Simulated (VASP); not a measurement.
# PtSe (Fm-3m) in VASP: a series of runs

The runs below take PtSe through single point, with PBEsol-based screened hybrid with 25 % exact exchange, r2SCAN0, r2SCANh.

All numbers are computed with VASP 6.6.1; they aren't measurements. Logs are shortened: lines on timing, memory, paths and dates and some standing lists are left out, and cuts for length are marked.

## 1. The cell of the first run

It takes space group Fm-3m (No. 225, cubic). Conventional cell: a = 5.597 Å, b = 5.597 Å, c = 5.597 Å, α = 90.00°, β = 90.00°, γ = 90.00°. Pt (site symmetry m-3m) has 6 Se at 2.80 Å within 3.7 Å. Within 3.7 Å of Se (site symmetry m-3m) lie 6 Pt at 2.80 Å.

## 2. Single point, PBEsol-based screened hybrid with 25 % exact exchange

POSCAR

```
PtSe
1.0
    0.0000000000      2.7984111300      2.7984111300
    2.7984111300      0.0000000000      2.7984111300
    2.7984111300      2.7984111300      0.0000000000
Pt Se
1 1
Direct
    0.5000000000      0.5000000000      0.5000000000
    0.0000000000      0.0000000000      0.0000000000
```

INCAR.step1

```
ALGO = Normal ; EDIFF = 1E-5
ENCUT = 520 ; GGA = PE
ISIF = 2 ; ISMEAR = -1
LASPH = T ; LREAL = F
LWAVE = T ; NBANDS = 15
NELM = 100 ; PREC = Accurate
SIGMA = 0.05
```

INCAR.step2

```
AEXX = 0.25 ; ALGO = Normal
EDIFF = 1E-6 ; ENCUT = 520
GGA = PS ; HFSCREEN = 0.207
ISIF = 2 ; ISMEAR = -1
ISTART = 1 ; LASPH = T
LCHARG = T ; LELF = T
LHFCALC = T ; LREAL = F
LVHAR = T ; LWAVE = F
NBANDS = 15 ; NELM = 100
PREC = Accurate ; PRECFOCK = Normal
SIGMA = 0.05
```

KPOINTS

```
k-points
0
Gamma
  4 4 4
```

Potentials or basis: VASP PAW PBE potentials, release 64 (Pt, Se).

Command:

```console
> cat potpaw_PBE.64/Pt/POTCAR potpaw_PBE.64/Se/POTCAR > POTCAR
> cp INCAR.step1 INCAR
> mpirun -np 1 vasp_std > vasp.out
> cp INCAR.step2 INCAR
> mpirun -np 1 vasp_std > vasp.out
```

OUTCAR:

```text
AEXX = 0.25
   EDIFF = 1E-6
   ENCUT = 520
   GGA = PS
   HFSCREEN = 0.207
   ISIF = 2
   ISMEAR = -1
   ISTART = 1
   LASPH = T
   LHFCALC = T
   LREAL = F
   NELM = 100
   PREC = Accurate
   PRECFOCK = Normal

 ion  position               nearest neighbor table
   1  0.500  0.500  0.500-   2 2.80   2 2.80   2 2.80   2 2.80   2 2.80   2 2.80
   2  0.000  0.000  0.000-   1 2.80   1 2.80   1 2.80   1 2.80   1 2.80   1 2.80

  LATTYP: Found a face centered cubic cell.
 ALAT       =     5.5968222600

  Lattice vectors:

 A1 = (   0.0000000000,   2.7984111300,   2.7984111300)
 A2 = (   2.7984111300,   0.0000000000,   2.7984111300)
 A3 = (   2.7984111300,   2.7984111300,   0.0000000000)

Analysis of symmetry for initial positions (statically):
=====================================================================
 Subroutine PRICEL returns:
 Original cell was already a primitive cell.

 Routine SETGRP: Setting up the symmetry group for a
 face centered cubic supercell.

 Subroutine GETGRP returns: Found 48 space group operations
 (whereof 48 operations were pure point group operations)
 out of a pool of 48 trial point group operations.

The static configuration has the point symmetry O_h .

Analysis of symmetry for dynamics (positions and initial velocities):
=====================================================================
 Subroutine PRICEL returns:
 Original cell was already a primitive cell.

 Routine SETGRP: Setting up the symmetry group for a
 face centered cubic supercell.

 Subroutine GETGRP returns: Found 48 space group operations
 (whereof 48 operations were pure point group operations)
 out of a pool of 48 trial point group operations.

The dynamic configuration has the point symmetry O_h .

 Subroutine INISYM returns: Found 48 space group operations
 (whereof 48 operations are pure point group operations),
 and found     1 'primitive' translations

----------------------------------------------------------------------------------------

                                     Primitive cell

  volume of cell :      43.8293

  direct lattice vectors                    reciprocal lattice vectors
     0.000000000  2.798411130  2.798411130    -0.178672817  0.178672817  0.178672817
     2.798411130  0.000000000  2.798411130     0.178672817 -0.178672817  0.178672817
     2.798411130  2.798411130  0.000000000     0.178672817  0.178672817 -0.178672817

  length of vectors
     3.957550973  3.957550973  3.957550973     0.309470397  0.309470397  0.309470397

  position of ions in fractional coordinates (direct lattice)
     0.500000000  0.500000000  0.500000000
     0.000000000  0.000000000  0.000000000

  ion indices of the primitive-cell ions
   primitive index   ion index
                 1           1
                 2           2

----------------------------------------------------------------------------------------

 KPOINTS: k-points

Automatic generation of k-mesh.
 Grid dimensions read from file:
 generate k-points for:    4    4    4

 Generating k-lattice:

  Cartesian coordinates                     Fractional coordinates (reciprocal lattice)
    -0.044668204  0.044668204  0.044668204     0.250000000  0.000000000  0.000000000
     0.044668204 -0.044668204  0.044668204     0.000000000  0.250000000  0.000000000
     0.044668204  0.044668204 -0.044668204     0.000000000  0.000000000  0.250000000

  Length of vectors
     0.077367599  0.077367599  0.077367599

  Shift w.r.t. Gamma in fractional coordinates (k-lattice)
     0.000000000  0.000000000  0.000000000

 Subroutine IBZKPT returns following result:
 ===========================================

 Found      8 irreducible k-points:

 Following reciprocal coordinates:
            Coordinates               Weight
  0.000000  0.000000  0.000000      1.000000
  0.250000  0.000000  0.000000      8.000000
  0.500000  0.000000  0.000000      4.000000
  0.250000  0.250000  0.000000      6.000000
  0.500000  0.250000  0.000000     24.000000
 -0.250000  0.250000  0.000000     12.000000
  0.500000  0.500000  0.000000      3.000000
 -0.250000  0.500000  0.250000      6.000000
   k-points           NKPTS =      8   k-points in BZ     NKDIM =     64   number of bands    NBANDS=     15
   number of dos      NEDOS =    301   number of ions     NIONS =      2
   total plane-waves  NPLWV =  27000
   dimension x,y,z NGX =    30 NGY =   30 NGZ =   30
   dimension x,y,z NGXF=    60 NGYF=   60 NGZF=   60
   ions per type =               1   1
   NGX,Y,Z   is equivalent  to a cutoff of  12.60, 12.60, 12.60 a.u.
   NGXF,Y,Z  is equivalent  to a cutoff of  25.20, 25.20, 25.20 a.u.
 SYSTEM =  unknown system
   PREC   = accura    normal or accurate (medium, high low for compatibility)
   ISTART =      1    job   : 0-new  1-cont  2-samecut
   ICHARG =      0    charge: 1-file 2-atom 10-const
   ISPIN  =      1    spin polarized calculation?
   LNONCOLLINEAR =      F non collinear calculations
   LSORBIT =      F    spin-orbit coupling
   LASPH  =      T    aspherical Exc in radial PAW
   ENCUT  =  520.0 eV  38.22 Ry    6.18 a.u.   7.36  7.36  7.36*2*pi/ulx,y,z
   NELM   =    100;   NELMIN=  2; NELMDL=  0     # of ELM steps
   EDIFF  = 0.1E-05   stopping-criterion for ELM
   LREAL  =      F    real-space projection
   EDIFFG = 0.1E-04   stopping-criterion for IOM
   NSW    =      0    number of steps for IOM
   IBRION =     -1    ionic relax: 0-MD 1-quasi-New 2-CG
   NFREE  =      0    steps in history (QN), initial steepest desc. (CG)
   ISIF   =      2    stress and relaxation
   ISYM   =      3    0-nonsym 1-usesym 2-fastsym
   POTIM  = 0.5000    time-step for ionic-motion
   TEBEG  =    0.0;   TEEND  =   0.0 temperature during run
   PSTRESS=    0.0 pullay stress
   NELECT =      16.0000    total number of electrons
   NUPDOWN=      -1.0000    fix difference up-down
   EMIN   =  10.00;   EMAX   =-10.00  energy-range for DOS
   EFERMI =   0.00;   METHOD = LEGACY
   ISMEAR =    -1;   SIGMA  =   0.05  broadening in eV -4-tet -1-fermi 0-gaus
   EFERMI_NEDOS =   21; number of points for ismear=-14 and -15
   IALGO  =     38    algorithm
   IMIX   =      1    mixing-type and parameters
     AMIX     =   0.40;   BMIX     =  1.00
     AMIX_MAG =   1.60;   BMIX_MAG =  1.00
  volume/ion in A,a.u.               =      21.91       147.89
  Fermi-wavevector in a.u.,A,eV,Ry     =   1.170020  2.211017 18.625654  1.368947
  Thomas-Fermi vector in A             =   2.306485
   LORBIT       =      0    0 simple, 1 ext, 2 COOP (PROOUT), +10 PAW based schemes
   GGA     = PS    functional components
   LHFCALC =     T    Hartree Fock is set to
   PRECFOCK=normal    Normal, Fast or Accurate (Low or Medium for compatibility)
   ENCUT4O =  -1.0   cutoff for four orbital integrals eV
   NKREDX  =     1    reduce k-point grid by
   NKREDY  =     1    reduce k-point grid by
   NKREDZ  =     1    reduce k-point grid by
   AEXX    =    0.2500 exact exchange contribution
   HFSCREEN=    0.2070 screening length (either q_TF or 0.3 A-1)
   HFSCREENC=   0.2070 screening length for correlation (either q_TF or 0.3 A-1)
   ENCUTFOCK=  -1.0 apply spherical cutoff to Coloumb kernel
   IVDW    =     0    specifies the selected vdW correction
   LEPSILON=     F    determine dielectric tensor
   LRPA    =     F    only Hartree local field effects (RPA)
 non-spin polarized calculation
  energy-cutoff  :      520.00
  volume of cell :       43.83
 maximum number of plane-waves:      1243
 NGX is ok and might be reduce to    30
  NGX = 24; NGY = 24; NGZ = 24

 number of electron      16.0000000 magnetization

 Free energy of the ion-electron system (eV)
  ---------------------------------------------------
  ext. energy  EPLUGINS =         0.00000000
  ---------------------------------------------------
  free energy    TOTEN  =       -11.45500842 eV

  energy without entropy =      -11.40904132  energy(sigma->0) =      -11.43202487

 E-fermi :   4.9930     XC(G=0):  -8.8772

 val. band max:        4.9736490787   @ k =   0.5000   0.2500   0.0000
 cond. band min:       5.0515046565   @ k =   0.5000   0.2500   0.0000
 fundamental gap:      0.0778555777
 Fermi energy:         4.9930459667

 k-point     1 :       0.0000    0.0000    0.0000
  band No.  band energies     occupation
      1     -10.7227      2.00000
      2       1.6302      2.00000
      3       1.6302      2.00000
      4       1.6302      2.00000
      5       2.0876      2.00000
      6       2.0877      2.00000
      7       3.4520      2.00000
      8       3.4521      2.00000
      9       3.4521      2.00000
     10       5.8267      0.00000
     11      15.6128      0.00000
     12      16.4242      0.00000
     13      16.4242      0.00000
     14      16.4242      0.00000
     15      17.9954      0.00000

 k-point     2 :       0.2500    0.0000    0.0000
  band No.  band energies     occupation
      1     -10.2089      2.00000
      2      -0.3572      2.00000
      3       0.5148      2.00000
      4       0.5148      2.00000
      5       2.0225      2.00000
      6       2.0225      2.00000
      7       2.5296      2.00000
      8       5.6607      0.00000
      9       5.6607      0.00000
     10       8.8711      0.00000
     11      12.6448      0.00000
     12      13.9716      0.00000
     13      13.9716      0.00000
     14      16.6887      0.00000
     15      17.7151      0.00000
[... 77 lines left out ...]
      3       0.9890      2.00000
      4       1.9398      2.00000
      5       1.9398      2.00000
      6       2.4641      2.00000
      7       2.6087      2.00000
      8       2.6087      2.00000
      9       3.5650      2.00000
     10       5.2649      0.00867
     11      13.4316      0.00000
     12      16.0228      0.00000
     13      17.8253      0.00000
     14      17.8253      0.00000
     15      20.8830      0.00000

 k-point     8 :      -0.2500    0.5000    0.2500
  band No.  band energies     occupation
      1      -9.5225      2.00000
      2      -0.4003      2.00000
      3       0.0235      2.00000
      4       0.0235      2.00000
      5       2.6095      2.00000
      6       2.7510      2.00000
      7       2.7510      2.00000
      8       3.3304      2.00000
      9       3.5095      2.00000
     10       9.6738      0.00000
     11      12.7672      0.00000
     12      13.7867      0.00000
     13      13.7867      0.00000
     14      19.4904      0.00000
     15      19.4904      0.00000

------------------------ aborting loop because EDIFF is reached ----------------------------------------

  FORCE on cell =-STRESS in cart. coord.  units (eV):
  Direction    XX          YY          ZZ          XY          YZ          ZX
  --------------------------------------------------------------------------------------
  -------------------------------------------------------------------------------------
  Total       -5.3039231     -5.3039231     -5.3039231     -0.0000000     -0.0000000      0.0000000
  in kB     -193.8845703   -193.8845703   -193.8845703     -0.0000000     -0.0000000      0.0000000
  external PRESSURE =    -193.8845703 kB  Pullay stress =       0.0000000 kB

 VOLUME and BASIS-vectors are now :
 -----------------------------------------------------------------------------
  energy-cutoff  :      520.00
  volume of cell :       43.83
      direct lattice vectors                 reciprocal lattice vectors
     0.000000000  2.798411130  2.798411130    -0.178672817  0.178672817  0.178672817
     2.798411130  0.000000000  2.798411130     0.178672817 -0.178672817  0.178672817
     2.798411130  2.798411130  0.000000000     0.178672817  0.178672817 -0.178672817

 POSITION                                       TOTAL-FORCE (eV/Angst)
 -----------------------------------------------------------------------------------
      2.79841      2.79841      2.79841         0.000000     -0.000000     -0.000000
      0.00000      0.00000      0.00000        -0.000000      0.000000      0.000000
 -----------------------------------------------------------------------------------
    total drift:                               -0.000000      0.000000      0.000004

  FREE ENERGIE OF THE ION-ELECTRON SYSTEM (eV)
  ---------------------------------------------------
  free  energy   TOTEN  =       -11.4550084194 eV

  energy  without entropy=      -11.4090413238  energy(sigma->0) =      -11.43202487
```

Wall time 15 min (1 thread of Intel Xeon 8259CL, shared host); peak memory 0.28 GiB.

What came out:

```
Free energy            : -11.4550 eV
Pressure               : -19.4 GPa
Band gap on the k mesh : zero (bands 8 and 9 overlap by 3.93 eV)
```

Caveat: the k points lie up to 0.49 Å⁻¹ apart, too coarse for converged energies and pressures of a metal; the PAW data sets were made with another functional, which shifts forces and pressure a little; spin-orbit coupling is left out, which moves the levels of the heavy elements.

## 3. Single point, r2SCAN0

POSCAR is that of step 2.

INCAR.step1

```
ALGO = Normal ; EDIFF = 1E-5
ENCUT = 520 ; GGA = PE
ISIF = 2 ; ISMEAR = -1
LASPH = T ; LCHARG = F
LREAL = F ; LWAVE = T
NBANDS = 15 ; NELM = 100
PREC = Accurate ; SIGMA = 0.05
```

INCAR.step2

```
AEXX = 0.25 ; ALGO = Normal
EDIFF = 1E-6 ; ENCUT = 520
ISIF = 2 ; ISMEAR = -1
ISTART = 1 ; LASPH = T
LCHARG = F ; LHFCALC = T
LMIXTAU = T ; LREAL = F
LWAVE = F ; METAGGA = R2SCAN
NBANDS = 15 ; NELM = 100
PREC = Accurate ; PRECFOCK = Normal
SIGMA = 0.05
```

KPOINTS is that of step 2.

Potentials or basis: VASP PAW PBE potentials, release 64 (Pt, Se).

Command:

```console
> cat potpaw_PBE.64/Pt/POTCAR potpaw_PBE.64/Se/POTCAR > POTCAR
> cp INCAR.step1 INCAR
> mpirun -np 1 vasp_std > vasp.out
> cp INCAR.step2 INCAR
> mpirun -np 1 vasp_std > vasp.out
```

It took 15 min on 1 thread of Intel Xeon 8259CL, shared host; peak memory 0.19 GiB.

The run converged. Its results:

```yaml
Free_energy: -54.4713 eV
Pressure: -17.5 GPa
Band_gap_on_the_k_mesh: zero (bands 8 and 9 overlap by 4.81 eV)
```

Levels at points of the mesh, in eV from the Fermi level:
| k point | band 4 | band 5 | band 6 | band 7 | band 8 | band 9 | band 10 | band 11 | band 12 | band 13 |
| --- | --- | --- | --- | --- | --- | --- | --- | --- | --- | --- |
| (0.00, 0.00, 0.00) | -3.73 | -3.14 | -3.14 | -1.88 | -1.88 | -1.88 | 1.59 | 11.62 | 12.32 | 12.32 |
| (0.50, 0.00, 0.00) | -5.63 | -2.96 | -2.96 | -2.53 | 2.93 | 2.93 | 4.62 | 7.59 | 7.59 | 8.76 |
| (0.50, 0.50, 0.00) | -3.40 | -3.40 | -2.76 | -2.76 | -2.72 | -1.69 | 0.88 | 9.27 | 12.04 | 13.89 |

Caveat: the k points lie up to 0.49 Å⁻¹ apart, too coarse for converged energies and pressures of a metal; the PAW data sets were made with another functional, which shifts forces and pressure a little; spin-orbit coupling is left out, which moves the levels of the heavy elements.

## 4. Single point, r2SCANh

POSCAR is that of step 3.

INCAR.step1

```
PREC     = Accurate       # precision mode
ENCUT    = 520            # plane-wave cutoff, eV
EDIFF    = 1E-5           # SCF threshold, eV
ISMEAR   = -1             # smearing method
SIGMA    = 0.05           # smearing width, eV
LREAL    = F              # projectors in reciprocal space
LASPH    = T              # aspherical terms in the spheres
NELM     = 100            # most SCF steps
ALGO     = Normal         # electronic algorithm
ISIF     = 2              # what is computed and relaxed
LWAVE    = T              # write WAVECAR
LCHARG   = F              # write CHGCAR
GGA      = PE             # functional
NBANDS   = 15             # bands
```

INCAR.step2

```
PREC     = Accurate       # precision mode
ENCUT    = 520            # plane-wave cutoff, eV
EDIFF    = 1E-6           # SCF threshold, eV
ISMEAR   = -1             # smearing method
SIGMA    = 0.05           # smearing width, eV
LREAL    = F              # projectors in reciprocal space
LASPH    = T              # aspherical terms in the spheres
NELM     = 100            # most SCF steps
ALGO     = Normal         # electronic algorithm
ISIF     = 2              # what is computed and relaxed
LWAVE    = F              # write WAVECAR
LCHARG   = F              # write CHGCAR
METAGGA  = R2SCAN         # meta-GGA
LHFCALC  = T              # exact exchange
AEXX     = 0.1            # exact-exchange fraction
LMIXTAU  = T            
PRECFOCK = Normal       
ISTART   = 1            
NBANDS   = 15             # bands
```

KPOINTS

```
Automatic mesh
0
Gamma
  4 4 4
```

Command:

```console
> cat potpaw_PBE.64/Pt/POTCAR potpaw_PBE.64/Se/POTCAR > POTCAR
> cp INCAR.step1 INCAR
> mpirun -np 1 vasp_std > vasp.out
> cp INCAR.step2 INCAR
> mpirun -np 1 vasp_std > vasp.out
```

Run time: 15 min. Hardware: 1 thread of Intel Xeon 8259CL, shared host; peak memory 0.19 GiB.

Results (log left out):

```
Free energy            : -60.9264 eV
Pressure               : -16.1 GPa
Band gap on the k mesh : zero (bands 8 and 9 overlap by 4.10 eV)
```

Levels at points of the mesh, in eV from the Fermi level:
```
           k point  band 5  band 6  band 7  band 8  band 9  band 10  band 11  band 12
(0.00, 0.00, 0.00)   -2.85   -2.85   -1.74   -1.74   -1.74     0.97    10.96    11.56
(0.50, 0.00, 0.00)   -2.39   -2.39   -2.02    2.36    2.36     4.05     6.87     6.87
(0.50, 0.50, 0.00)   -3.15   -2.48   -2.17   -2.17   -1.45     0.25     8.61    11.21
```

Caveat: the k points lie up to 0.49 Å⁻¹ apart, too coarse for converged energies and pressures of a metal; the PAW data sets were made with another functional, which shifts forces and pressure a little; spin-orbit coupling is left out, which moves the levels of the heavy elements.

## 5. The runs side by side

| level | share of exact exchange | screening parameter | gap on the mesh (eV) | pressure (GPa) |
| --- | --- | --- | --- | --- |
| PBEsol-based screened hybrid with 25 % exact exchange | 0.25 | 0.207 1/Å | none | -19.4 |
| r2SCAN0 | 0.25 | - | none | -17.5 |
| r2SCANh | 0.1 | - | none | -16.1 |

Alike in all rows: task single point; potentials or basis VASP PAW PBE potentials, release 64 (Pt, Se); no spin polarisation; cell as given; k mesh 4 × 4 × 4; cutoff (eV) 520; smearing fermi-dirac 0.05 eV.

Caveats: all runs use coarse meshes; the PAW data sets were made with another functional, which shifts forces and pressure a little; spin-orbit coupling is left out, which moves the levels of the heavy elements.

Absolute energies hang on the potentials; compare differences alone.
